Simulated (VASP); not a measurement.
Wanted: the native input for a VASP 6.6.1 run.

```
Task                   : single point
Functional             : LDA
Potentials or basis    : VASP PAW LDA potentials, release 64 (W_sv)
Cutoff                 : 520 eV
k mesh                 : 9 × 6 × 6
Occupations            : fermi-dirac, width 0.05 eV
Spin                   : no spin polarisation
Dipole correction      : no
Further INCAR settings : ALGO = Fast; EDIFF = 1e-07; NBANDS = 36
```

The structure of W lies in POSCAR:

```
W
1.0
    2.7523058654      0.0000000000      0.0000000000
    0.0000000000      4.7645794866      0.0000000000
    0.0000000000      0.0000000000      4.8231832256
W
4
Direct
    0.7931720000      0.9368430000      0.7500000000
    0.2068280000      0.4368430000      0.7500000000
    0.2068280000      0.0631570000      0.2500000000
    0.7931720000      0.5631570000      0.2500000000
```

The input as run:

INCAR

```
SYSTEM = W
PREC = Accurate
ENCUT = 520
EDIFF = 1E-7
ISMEAR = -1
SIGMA = 0.05
LREAL = .FALSE.
LASPH = .TRUE.
NELM = 100
ALGO = Fast
ISIF = 2
LWAVE = .FALSE.
LCHARG = .FALSE.
GGA = CA
NBANDS = 36
```

KPOINTS

```
regular mesh
0
G
  9 6 6
  0 0 0
```

Potentials or basis: VASP PAW LDA potentials, release 64 (W_sv).

Launch:

```sh
$ cat potpaw_LDA.64/W_sv/POTCAR > POTCAR
$ mpirun -np 1 vasp_std > vasp.out
```

Results of the run:

```yaml
Pressure: 3.3 GPa
Largest_force: 0.204 eV/Å
Band_gap_on_the_k_mesh: zero (bands 28 and 29 overlap by 1.42 eV)
```

Caveat: the cell stands under pressure; spin-orbit coupling is left out, which moves the levels of the heavy elements.

Run time: 3.6 min on 1 thread of AMD EPYC 7R43 64-Core Processor (Zen 3), with other jobs on the host, peak memory 0.19 GiB.
